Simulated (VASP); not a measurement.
A run of VASP 6.6.1 is set up as follows.

Contents of INCAR:

```
SYSTEM = Mg
  PREC = Accurate
  ENCUT = 520
  EDIFF = 1E-6
  ISMEAR = 0
  SIGMA = 0.1
  LREAL = .FALSE.
  LASPH = .TRUE.
  NELM = 80
  ALGO = Normal
  ISIF = 2
  LWAVE = .FALSE.
  LCHARG = .TRUE.
  GGA = PE
  LELF = .TRUE.
  LVHAR = .TRUE.
  NBANDS = 9
```

Contents of KPOINTS:

```
regular mesh
0
G
  12 12 7
  0 0 0
```

The input POSCAR:

```
Mg
1.0
    3.0950015819      0.0000000000      0.0000000000
   -1.5475007910      2.6803499947      0.0000000000
    0.0000000000      0.0000000000      5.2455872340
Mg
2
Direct
    0.6666666667      0.3333333333      0.2500000000
    0.3333333333      0.6666666667      0.7500000000
```

Potentials or basis: VASP PAW PBE potentials, release 64 (Mg).

Command:

```console
$ cat potpaw_PBE.64/Mg/POTCAR > POTCAR
$ mpirun -np 1 vasp_std > vasp.out
```

Q: Estimate the band gap on the k mesh.

A: Zero (bands 2 and 3 overlap by 2.72 eV).

Q: Estimate the pressure.

A: 2.1 GPa.

Stress tensor (GPa, compression positive):
```
 3.24  0.00  0.00
 0.00  3.24  0.00
 0.00  0.00 -0.16
```
